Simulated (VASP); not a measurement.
# CsI (Pm-3m) in VASP: a series of runs

CsI is run at these levels: PBE; tasks: single point.

Program: VASP 6.6.1. These are calculated values, not measurements. Logs are shortened: lines on timing, memory, paths and dates and some standing lists are left out, and cuts for length are marked.

## 1. The cell of the first run

The structure is cubic, space group Pm-3m (No. 221). The conventional cell has a = 4.816 Å, b = 4.816 Å, c = 4.816 Å, α = 90.00°, β = 90.00°, γ = 90.00°. Cs (site symmetry m-3m) has 8 I at 4.17 Å and 6 Cs at 4.82 Å within 5.5 Å. Within 5.5 Å of I (site symmetry m-3m) lie 8 Cs at 4.17 Å and 6 I at 4.82 Å.

## 2. Single point, PBE (55.85 Å³/atom)

File INCAR:

```
SYSTEM = CsI
ALGO = Normal ; EDIFF = 1E-6
ENCUT = 500 ; GGA = PE
GGA_COMPAT = .FALSE. ; ISIF = 2
ISMEAR = 0 ; LASPH = .TRUE.
LCHARG = .FALSE. ; LREAL = .FALSE.
LWAVE = .FALSE. ; NBANDS = 15
NELM = 120 ; PREC = Accurate
SIGMA = 0.05
```

File KPOINTS:

```
k-points
0
G
  8 8 8
  0 0 0
```

File POSCAR:

```
CsI
1.0
    4.8160691862      0.0000000000      0.0000000000
    0.0000000000      4.8160691862      0.0000000000
    0.0000000000      0.0000000000      4.8160691862
Cs I
1 1
Direct
    0.0000000000      0.0000000000      0.0000000000
    0.5000000000      0.5000000000      0.5000000000
```

Potentials or basis: VASP PAW PBE potentials, release 64 (Cs_sv, I).

Started as:

```bash
$ cat potpaw_PBE.64/Cs_sv/POTCAR potpaw_PBE.64/I/POTCAR > POTCAR
$ mpirun -np 1 vasp_std > vasp.out
```

OUTCAR:

```text
SYSTEM = CsI
   EDIFF = 1E-6
   ENCUT = 500
   GGA = PE
   ISIF = 2
   ISMEAR = 0
   LASPH = .TRUE.
   LREAL = .FALSE.
   NELM = 120
   PREC = Accurate

 ion  position               nearest neighbor table
   1  0.000  0.000  0.000-
   2  0.500  0.500  0.500-

  LATTYP: Found a simple cubic cell.
 ALAT       =     4.8160691862

  Lattice vectors:

 A1 = (   4.8160691862,   0.0000000000,   0.0000000000)
 A2 = (   0.0000000000,   4.8160691862,   0.0000000000)
 A3 = (   0.0000000000,   0.0000000000,   4.8160691862)

Analysis of symmetry for initial positions (statically):
=====================================================================
 Subroutine PRICEL returns:
 Original cell was already a primitive cell.

 Routine SETGRP: Setting up the symmetry group for a
 simple cubic supercell.

 Subroutine GETGRP returns: Found 48 space group operations
 (whereof 48 operations were pure point group operations)
 out of a pool of 48 trial point group operations.

The static configuration has the point symmetry O_h .

Analysis of symmetry for dynamics (positions and initial velocities):
=====================================================================
 Subroutine PRICEL returns:
 Original cell was already a primitive cell.

 Routine SETGRP: Setting up the symmetry group for a
 simple cubic supercell.

 Subroutine GETGRP returns: Found 48 space group operations
 (whereof 48 operations were pure point group operations)
 out of a pool of 48 trial point group operations.

The dynamic configuration has the point symmetry O_h .

 Subroutine INISYM returns: Found 48 space group operations
 (whereof 48 operations are pure point group operations),
 and found     1 'primitive' translations

----------------------------------------------------------------------------------------

                                     Primitive cell

  volume of cell :     111.7064

  direct lattice vectors                    reciprocal lattice vectors
     4.816069186  0.000000000  0.000000000     0.207638213  0.000000000  0.000000000
     0.000000000  4.816069186  0.000000000     0.000000000  0.207638213  0.000000000
     0.000000000  0.000000000  4.816069186     0.000000000  0.000000000  0.207638213

  length of vectors
     4.816069186  4.816069186  4.816069186     0.207638213  0.207638213  0.207638213

  position of ions in fractional coordinates (direct lattice)
     0.000000000  0.000000000  0.000000000
     0.500000000  0.500000000  0.500000000

[... 81 lines left out ...]
   NFREE  =      0    steps in history (QN), initial steepest desc. (CG)
   ISIF   =      2    stress and relaxation
   ISYM   =      2    0-nonsym 1-usesym 2-fastsym
   POTIM  = 0.5000    time-step for ionic-motion
   TEBEG  =    0.0;   TEEND  =   0.0 temperature during run
   PSTRESS=    0.0 pullay stress
   NELECT =      16.0000    total number of electrons
   NUPDOWN=      -1.0000    fix difference up-down
   EMIN   =  10.00;   EMAX   =-10.00  energy-range for DOS
   EFERMI =   0.00;   METHOD = LEGACY
   ISMEAR =     0;   SIGMA  =   0.05  broadening in eV -4-tet -1-fermi 0-gaus
   EFERMI_NEDOS =   21; number of points for ismear=-14 and -15
   IALGO  =     38    algorithm
   IMIX   =      4    mixing-type and parameters
     AMIX     =   0.40;   BMIX     =  1.00
     AMIX_MAG =   1.60;   BMIX_MAG =  1.00
  volume/ion in A,a.u.               =      55.85       376.92
  Fermi-wavevector in a.u.,A,eV,Ry     =   0.856555  1.618655  9.982419  0.733687
  Thomas-Fermi vector in A             =   1.973475
   LORBIT       =      0    0 simple, 1 ext, 2 COOP (PROOUT), +10 PAW based schemes
   GGA     = PE    functional components
   LHFCALC =     F    Hartree Fock is set to
   AEXX    =    0.0000 exact exchange contribution
   IVDW    =     0    specifies the selected vdW correction
   LEPSILON=     F    determine dielectric tensor
   LRPA    =     F    only Hartree local field effects (RPA)
 non-spin polarized calculation
 Gauss-broadening in eV      SIGMA  =   0.05
  energy-cutoff  :      500.00
  volume of cell :      111.71
 maximum number of plane-waves:      2897
 NGX is ok and might be reduce to    36
   NGX = 17   NGY = 17   NGZ = 17

 number of electron      16.0000004 magnetization

 Free energy of the ion-electron system (eV)
  ---------------------------------------------------
  ext. energy  EPLUGINS =         0.00000000
  ---------------------------------------------------
  free energy    TOTEN  =        -5.41910434 eV

  energy without entropy =       -5.41910434  energy(sigma->0) =       -5.41910434

 E-fermi :   0.2423     XC(G=0):  -7.1075

 val. band max:       -0.0415377300   @ k =   0.5000   0.5000   0.0000
 cond. band min:       3.3809601685   @ k =   0.0000   0.0000   0.0000
 fundamental gap:      3.4224978985
 Fermi energy:         0.2423142927

 k-point     1 :       0.0000    0.0000    0.0000
  band No.  band energies     occupation
      1     -20.6745      2.00000
      2     -10.4820      2.00000
      3      -7.3916      2.00000
      4      -7.3916      2.00000
      5      -7.3916      2.00000
      6      -0.1412      2.00000
      7      -0.1412      2.00000
      8      -0.1412      2.00000
      9       3.3810      0.00000
     10       4.3225      0.00000
     11       4.3225      0.00000
     12       7.3569      0.00000
     13       7.3569      0.00000
     14       7.3569      0.00000
[... 401 lines left out ...]
      2     -10.3776      2.00000
      3      -7.5847      2.00000
      4      -7.5635      2.00000
      5      -7.3731      2.00000
      6      -0.8632      2.00000
      7      -0.7344      2.00000
      8      -0.2249      2.00000
      9       4.5787      0.00000
     10       5.1977      0.00000
     11       6.0801      0.00000
     12       6.1836      0.00000
     13       7.4893      0.00000
     14       8.2205      0.00000
     15       8.7311      0.00000

 [... further k-points ...]
[... 5 lines left out ...]
  --------------------------------------------------------------------------------------
  -------------------------------------------------------------------------------------
  Total       -0.5031703     -0.5031703     -0.5031703     -0.0000000      0.0000000      0.0000000
  in kB       -7.2168455     -7.2168455     -7.2168455     -0.0000000      0.0000000      0.0000000
  external PRESSURE =      -7.2168455 kB  Pullay stress =       0.0000000 kB

 VOLUME and BASIS-vectors are now :
 -----------------------------------------------------------------------------
  energy-cutoff  :      500.00
  volume of cell :      111.71
      direct lattice vectors                 reciprocal lattice vectors
     4.816069186  0.000000000  0.000000000     0.207638213  0.000000000  0.000000000
     0.000000000  4.816069186  0.000000000     0.000000000  0.207638213  0.000000000
     0.000000000  0.000000000  4.816069186     0.000000000  0.000000000  0.207638213

 POSITION                                       TOTAL-FORCE (eV/Angst)
 -----------------------------------------------------------------------------------
      0.00000      0.00000      0.00000         0.000000      0.000000      0.000000
      2.40803      2.40803      2.40803         0.000000      0.000000      0.000000
 -----------------------------------------------------------------------------------
    total drift:                               -0.000000      0.000000      0.000000

  FREE ENERGIE OF THE ION-ELECTRON SYSTEM (eV)
  ---------------------------------------------------
  free  energy   TOTEN  =        -5.4191043367 eV

  energy  without entropy=       -5.4191043367  energy(sigma->0) =       -5.41910434
```

OSZICAR:

```text
N       E                     dE             d eps       ncg     rms          rms(c)
DAV:   1     0.872671960419E+02    0.87267E+02   -0.57719E+03  1050   0.835E+02
DAV:   2     0.250798587078E+01   -0.84759E+02   -0.78494E+02  1529   0.137E+02
DAV:   3    -0.548572910386E+01   -0.79937E+01   -0.79690E+01  1379   0.465E+01
DAV:   4    -0.560070267963E+01   -0.11497E+00   -0.11496E+00  1386   0.692E+00
DAV:   5    -0.560166538799E+01   -0.96271E-03   -0.96270E-03  1446   0.609E-01    0.154E+00
DAV:   6    -0.544858416747E+01    0.15308E+00   -0.12257E-01  1309   0.156E+00    0.106E+00
DAV:   7    -0.541450607889E+01    0.34078E-01   -0.11930E-01  1337   0.154E+00    0.648E-01
DAV:   8    -0.541933581867E+01   -0.48297E-02   -0.15609E-02  1113   0.666E-01    0.154E-01
DAV:   9    -0.541894912930E+01    0.38669E-03   -0.87706E-04  1428   0.137E-01    0.641E-02
DAV:  10    -0.541910761544E+01   -0.15849E-03   -0.34286E-04  1113   0.104E-01    0.388E-02
DAV:  11    -0.541910264637E+01    0.49691E-05   -0.74168E-06  1344   0.149E-02    0.182E-02
DAV:  12    -0.541910440855E+01   -0.17622E-05   -0.33615E-06  1162   0.115E-02    0.589E-03
DAV:  13    -0.541910433674E+01    0.71812E-07   -0.10339E-06  1008   0.577E-03
   1 F= -.54191043E+01 E0= -.54191043E+01  d E =-.167805E-17
```

Run time: 60 s. Hardware: 1 thread of Intel Xeon 8259CL, shared host; peak memory 0.23 GiB.

What came out:

```
Free energy            : -5.4191 eV
Pressure               : -0.7 GPa
Band gap on the k mesh : 3.42 eV (least direct gap 3.52 eV)
```

Caveat: spin-orbit coupling is left out, which moves the levels of the heavy elements.

## 3. Single point, PBE

This run uses another cell than the first one, of 48.09 Å³/atom.

File INCAR:

```
  ALGO = Normal
  EDIFF = 1E-6
  ENCUT = 500
  GGA = PE
  GGA_COMPAT = F
  ISIF = 2
  ISMEAR = 0
  LASPH = T
  LCHARG = F
  LREAL = F
  LWAVE = F
  NBANDS = 15
  NELM = 120
  PREC = Accurate
  SIGMA = 0.05
```

File KPOINTS:

```
k-points
0
Gamma
  8 8 8
```

File POSCAR:

```
CsI
1.0
    4.5818718156      0.0000000000      0.0000000000
    0.0000000000      4.5818718156      0.0000000000
    0.0000000000      0.0000000000      4.5818718156
Cs I
1 1
Direct
    0.0000000000      0.0000000000      0.0000000000
    0.5000000000      0.5000000000      0.5000000000
```

Potentials or basis: VASP PAW PBE potentials, release 64 (Cs_sv, I).

Started as:

```bash
$ cat potpaw_PBE.64/Cs_sv/POTCAR potpaw_PBE.64/I/POTCAR > POTCAR
$ mpirun -np 1 vasp_std > vasp.out
```

OUTCAR:

```text
EDIFF = 1E-6
   ENCUT = 500
   GGA = PE
   ISIF = 2
   ISMEAR = 0
   LASPH = T
   LREAL = F
   NELM = 120
   PREC = Accurate

 ion  position               nearest neighbor table
   1  0.000  0.000  0.000-
   2  0.500  0.500  0.500-

  LATTYP: Found a simple cubic cell.
 ALAT       =     4.5818718156

  Lattice vectors:

 A1 = (   4.5818718156,   0.0000000000,   0.0000000000)
 A2 = (   0.0000000000,   4.5818718156,   0.0000000000)
 A3 = (   0.0000000000,   0.0000000000,   4.5818718156)

Analysis of symmetry for initial positions (statically):
=====================================================================
 Subroutine PRICEL returns:
 Original cell was already a primitive cell.

 Routine SETGRP: Setting up the symmetry group for a
 simple cubic supercell.

 Subroutine GETGRP returns: Found 48 space group operations
 (whereof 48 operations were pure point group operations)
 out of a pool of 48 trial point group operations.

The static configuration has the point symmetry O_h .

Analysis of symmetry for dynamics (positions and initial velocities):
=====================================================================
 Subroutine PRICEL returns:
 Original cell was already a primitive cell.

 Routine SETGRP: Setting up the symmetry group for a
 simple cubic supercell.

 Subroutine GETGRP returns: Found 48 space group operations
 (whereof 48 operations were pure point group operations)
 out of a pool of 48 trial point group operations.

The dynamic configuration has the point symmetry O_h .

 Subroutine INISYM returns: Found 48 space group operations
 (whereof 48 operations are pure point group operations),
 and found     1 'primitive' translations

----------------------------------------------------------------------------------------

                                     Primitive cell

  volume of cell :      96.1898

  direct lattice vectors                    reciprocal lattice vectors
     4.581871816  0.000000000  0.000000000     0.218251413  0.000000000  0.000000000
     0.000000000  4.581871816  0.000000000     0.000000000  0.218251413  0.000000000
[... 111 lines left out ...]
   LHFCALC =     F    Hartree Fock is set to
   AEXX    =    0.0000 exact exchange contribution
   IVDW    =     0    specifies the selected vdW correction
   LEPSILON=     F    determine dielectric tensor
   LRPA    =     F    only Hartree local field effects (RPA)
 non-spin polarized calculation
 Gauss-broadening in eV      SIGMA  =   0.05
  energy-cutoff  :      500.00
  volume of cell :       96.19
 maximum number of plane-waves:      2469
 NGX is ok and might be reduce to    36
   NGX = 17   NGY = 17   NGZ = 17

 number of electron      16.0000003 magnetization

 Free energy of the ion-electron system (eV)
  ---------------------------------------------------
  ext. energy  EPLUGINS =         0.00000000
  ---------------------------------------------------
  free energy    TOTEN  =        -5.43168179 eV

  energy without entropy =       -5.43168179  energy(sigma->0) =       -5.43168179

 E-fermi :   0.9966     XC(G=0):  -7.7260

 val. band max:        0.7543099091   @ k =   0.5000   0.5000   0.0000
 cond. band min:       4.5978560226   @ k =   0.0000   0.0000   0.0000
 fundamental gap:      3.8435461135
 Fermi energy:         0.9965757639

 k-point     1 :       0.0000    0.0000    0.0000
  band No.  band energies     occupation
      1     -19.6487      2.00000
      2      -9.8880      2.00000
      3      -6.3505      2.00000
      4      -6.3505      2.00000
      5      -6.3505      2.00000
      6       0.6640      2.00000
      7       0.6640      2.00000
      8       0.6640      2.00000
      9       4.5979      0.00000
     10       4.9499      0.00000
     11       4.9499      0.00000
     12       8.4940      0.00000
     13       8.4940      0.00000
     14       8.4940      0.00000
[... 401 lines left out ...]
      2      -9.7345      2.00000
      3      -6.6594      2.00000
      4      -6.6327      2.00000
      5      -6.3117      2.00000
      6      -0.2388      2.00000
      7      -0.0903      2.00000
      8       0.5100      2.00000
      9       5.4601      0.00000
     10       6.1653      0.00000
     11       7.0124      0.00000
     12       7.1586      0.00000
     13       8.9151      0.00000
     14       9.8742      0.00000
     15      10.2335      0.00000

 [... further k-points ...]
[... 5 lines left out ...]
  --------------------------------------------------------------------------------------
  -------------------------------------------------------------------------------------
  Total        0.3972428      0.3972428      0.3972428      0.0000000      0.0000000      0.0000000
  in kB        6.6166446      6.6166446      6.6166446      0.0000000      0.0000000      0.0000000
  external PRESSURE =       6.6166446 kB  Pullay stress =       0.0000000 kB

 VOLUME and BASIS-vectors are now :
 -----------------------------------------------------------------------------
  energy-cutoff  :      500.00
  volume of cell :       96.19
      direct lattice vectors                 reciprocal lattice vectors
     4.581871816  0.000000000  0.000000000     0.218251413  0.000000000  0.000000000
     0.000000000  4.581871816  0.000000000     0.000000000  0.218251413  0.000000000
     0.000000000  0.000000000  4.581871816     0.000000000  0.000000000  0.218251413

 POSITION                                       TOTAL-FORCE (eV/Angst)
 -----------------------------------------------------------------------------------
      0.00000      0.00000      0.00000         0.000000      0.000000      0.000000
      2.29094      2.29094      2.29094         0.000000      0.000000      0.000000
 -----------------------------------------------------------------------------------
    total drift:                               -0.000000      0.000000      0.000000

  FREE ENERGIE OF THE ION-ELECTRON SYSTEM (eV)
  ---------------------------------------------------
  free  energy   TOTEN  =        -5.4316817871 eV

  energy  without entropy=       -5.4316817871  energy(sigma->0) =       -5.43168179
```

stdout:

```text
POSCAR found type information on POSCAR CsI
 POSCAR found :  2 types and       2 ions
 scaLAPACK will be used
 LDA part: xc-table for (Slater+PW92), standard interpolation
 POSCAR, INCAR and KPOINTS ok, starting setup
 FFT: planning ... GRIDC
 FFT: planning ... GRID_SOFT
 FFT: planning ... GRID
 WAVECAR not read
 entering main loop
```

Run time: 43 s. Hardware: 1 thread of Intel Xeon 8259CL, shared host; peak memory 0.23 GiB.

What came out:

```yaml
Free_energy: -5.4317 eV
Pressure: 0.7 GPa
Band_gap_on_the_k_mesh: 3.84 eV (least direct gap 3.93 eV)
```

Caveat: spin-orbit coupling is left out, which moves the levels of the heavy elements.

## 4. Single point, PBE (48.29 Å³/atom)

This run uses another cell than the first one, of 48.29 Å³/atom.

File INCAR:

```
SYSTEM = CsI
  PREC = Accurate
  ENCUT = 500
  EDIFF = 1E-6
  ISMEAR = 0
  SIGMA = 0.05
  LREAL = .False.
  LASPH = .True.
  NELM = 120
  ALGO = Normal
  ISIF = 2
  LWAVE = .False.
  LCHARG = .False.
  GGA = PE
  NBANDS = 15
  GGA_COMPAT = .False.
```

File KPOINTS:

```
Automatic mesh
0
Gamma
  8 8 8
  0 0 0
```

File POSCAR:

```
CsI
1.0
    4.5881907382      0.0000000000      0.0000000000
    0.0000000000      4.5881907382      0.0000000000
    0.0000000000      0.0000000000      4.5881907382
Cs I
1 1
Direct
    0.0000000000      0.0000000000      0.0000000000
    0.5000000000      0.5000000000      0.5000000000
```

Started as:

```bash
$ cat potpaw_PBE.64/Cs_sv/POTCAR potpaw_PBE.64/I/POTCAR > POTCAR
$ mpirun -np 1 vasp_std > vasp.out
```

Run time: 44 s. Hardware: 1 thread of Intel Xeon 8259CL, shared host; peak memory 0.23 GiB.

Results (log left out):

- Free energy: -5.4333 eV
- Pressure: 0.6 GPa
- Band gap on the k mesh: 3.83 eV (least direct gap 3.92 eV)

Levels at points of the mesh, in eV from the valence-band top:
```
           k point  band 6  band 7  band 8  band 9  band 10  band 11
(0.00, 0.00, 0.00)   -0.09   -0.09   -0.09    3.83     4.20     4.20
(0.50, 0.00, 0.00)   -1.53   -0.24   -0.24    5.20     6.43     6.67
(0.50, 0.50, 0.00)   -0.85   -0.85    0.00    4.25     4.92     6.10
(0.50, 0.50, 0.50)   -1.27   -1.27   -1.27    7.13     7.13     7.13
```

Caveat: spin-orbit coupling is left out, which moves the levels of the heavy elements.

## 5. Single point, PBE (47.98 Å³/atom)

This run uses another cell than the first one, of 47.98 Å³/atom.

File INCAR:

```
PREC = Accurate
ENCUT = 500
EDIFF = 1E-6
ISMEAR = 0
SIGMA = 0.05
LREAL = False
LASPH = True
NELM = 120
ALGO = Normal
ISIF = 2
LWAVE = False
LCHARG = True
GGA = PE
LELF = True
LVHAR = True
NBANDS = 15
GGA_COMPAT = False
```

File KPOINTS:

```
regular mesh
0
Gamma
  8 8 8
```

File POSCAR:

```
CsI
1.0
    4.5783156838      0.0000000000      0.0000000000
    0.0000000000      4.5783156838      0.0000000000
    0.0000000000      0.0000000000      4.5783156838
Cs I
1 1
Direct
    0.0000000000      0.0000000000      0.0000000000
    0.5000000000      0.5000000000      0.5000000000
```

Started as:

```bash
$ cat potpaw_PBE.64/Cs_sv/POTCAR potpaw_PBE.64/I/POTCAR > POTCAR
$ mpirun -np 1 vasp_std > vasp.out
```

Run time: 55 s. Hardware: 1 thread of Intel Xeon 8259CL, shared host; peak memory 0.22 GiB.

The run converged. Its results:

```
Free energy            : -5.4307 eV
Pressure               : 0.7 GPa
Band gap on the k mesh : 3.85 eV (least direct gap 3.94 eV)
```

Levels at points of the mesh, in eV from the valence-band top:
```tsv
k point	band 5	band 6	band 7	band 8	band 9	band 10	band 11	band 12
(0.00, 0.00, 0.00)	-7.10	-0.09	-0.09	-0.09	3.85	4.19	4.19	7.74
(0.50, 0.00, 0.00)	-7.04	-1.54	-0.24	-0.24	5.20	6.45	6.70	6.82
(0.50, 0.50, 0.00)	-7.00	-0.85	-0.85	0.00	4.24	4.92	6.10	6.10
(0.50, 0.50, 0.50)	-7.35	-1.29	-1.29	-1.29	7.15	7.15	7.15	7.82
```

Caveat: spin-orbit coupling is left out, which moves the levels of the heavy elements.

## 6. Overview

| cell | gap on the mesh (eV) | pressure (GPa) |
| --- | --- | --- |
| a = 4.816 Å, 2 atoms | 3.42 | -0.7 |
| a = 4.582 Å, 2 atoms | 3.84 | 0.7 |
| a = 4.588 Å, 2 atoms | 3.83 | 0.6 |
| a = 4.578 Å, 2 atoms | 3.85 | 0.7 |

Alike in all rows: task single point; level PBE; potentials or basis VASP PAW PBE potentials, release 64 (Cs_sv, I); no spin polarisation; k mesh 8 × 8 × 8; cutoff (eV) 500; smearing gaussian 0.05 eV.

Caveats: spin-orbit coupling is left out, which moves the levels of the heavy elements.

Total energies depend on the potentials used, so only differences within one code and one set of settings carry meaning.
